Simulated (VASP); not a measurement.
Write the native input for VASP 6.6.1 that does the following.

```
Task                   : single point
Functional             : PBE
Potentials or basis    : VASP PAW PBE potentials, release 64 (Li_sv, Nb_sv, O)
Cutoff                 : 520 eV
k mesh                 : 6 × 6 × 6
Occupations            : gaussian, width 0.05 eV
Spin                   : no spin polarisation
Dipole correction      : no
Further INCAR settings : ALGO = Normal; EDIFF = 1e-07; NBANDS = 45
```

The structure of LiNbO3 lies in POSCAR:

```
LiNbO3
1.0
    2.6228080399      1.5142789279      4.5002140348
   -2.6228080399      1.5142789279      4.5002140348
    0.0000000000     -3.0285578557      4.5002140348
Li Nb O
2 2 6
Direct
    0.2815913687      0.2815913687      0.2815913687
    0.7815913687      0.7815913687      0.7815913687
    0.0004900497      0.0004900497      0.0004900497
    0.5004900497      0.5004900497      0.5004900497
    0.1104619503      0.3580262714      0.7211003599
    0.7211003599      0.1104619503      0.3580262714
    0.3580262714      0.7211003599      0.1104619503
    0.2211003599      0.8580262714      0.6104619503
    0.8580262714      0.6104619503      0.2211003599
    0.6104619503      0.2211003599      0.8580262714
```

The input as run:

INCAR

```
ALGO = Normal
EDIFF = 1E-7
ENCUT = 520
GGA = PE
ISIF = 2
ISMEAR = 0
LASPH = True
LCHARG = False
LREAL = False
LWAVE = False
NBANDS = 45
NELM = 80
PREC = Accurate
SIGMA = 0.05
```

KPOINTS

```
k-points
0
Gamma
  6 6 6
```

Potentials or basis: VASP PAW PBE potentials, release 64 (Li_sv, Nb_sv, O).

Launch:

```console
$ cat potpaw_PBE.64/Li_sv/POTCAR potpaw_PBE.64/Nb_sv/POTCAR potpaw_PBE.64/O/POTCAR > POTCAR
$ mpirun -np 1 vasp_std > vasp.out
```

Results of the run:

| Item | Value |
| --- | --- |
| Largest force | 0.093 eV/Å |
| Band gap on the k mesh | 3.57 eV (least direct gap 3.64 eV) |

Run time: 2.8 min on 1 thread of Intel(R) Xeon(R) Platinum 8488C (Sapphire Rapids), with other jobs on the host, peak memory 0.3 GiB.
